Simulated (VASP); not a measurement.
Set up this calculation in VASP 6.6.1, as the native input.

```yaml
Task: single point
Functional: PBE
Potentials_or_basis: VASP PAW PBE potentials, release 64 (Si, Hg)
Cutoff: 500 eV
k_mesh: 10 × 10 × 6
Occupations: gaussian, width 0.1 eV
Spin: no spin polarisation
Dipole_correction: no
Further_INCAR_settings: ALGO = Normal; EDIFF = 1e-06; NBANDS = 22
```

The structure of Si4Hg lies in POSCAR:

```
Si4Hg
1.0
    2.4989573044     -2.4990228206      0.0000000000
    2.4989573044      2.4990228206      0.0000000000
    0.0000000000      0.0000000000      7.6890814133
Si Hg
4 1
Direct
    0.0000000000      0.5000000000      0.8366443118
    0.5000000000      0.0000000000      0.1633556882
    0.0000000000      0.5000000000      0.1633556882
    0.5000000000      0.0000000000      0.8366443118
    0.5000000000      0.5000000000      0.5000000000
```

The cell was generated, and may not be a known phase.

These files were run (other wordings do the same):

INCAR

```
ALGO = Normal ; EDIFF = 1E-6
ENCUT = 500 ; GGA = PE
GGA_COMPAT = False ; ISIF = 2
ISMEAR = 0 ; LASPH = True
LCHARG = False ; LREAL = False
LWAVE = False ; NBANDS = 22
NELM = 120 ; PREC = Accurate
SIGMA = 0.1
```

KPOINTS

```
k-points
0
Gamma
  10 10 6
```

Potentials or basis: VASP PAW PBE potentials, release 64 (Si, Hg).

Run with:

```console
$ cat potpaw_PBE.64/Si/POTCAR potpaw_PBE.64/Hg/POTCAR > POTCAR
$ mpirun -np 1 vasp_std > vasp.out
```

Results of the run:

- Pressure: 0.0 GPa
- Largest force: 0.010 eV/Å
- Band gap on the k mesh: zero (bands 14 and 15 overlap by 3.17 eV)

Caveat: spin-orbit coupling is left out, which moves the levels of the heavy elements.

It took 2.9 min on 1 thread of Intel(R) Xeon(R) Platinum 8488C (Sapphire Rapids), with other jobs on the host, peak memory 0.35 GiB.
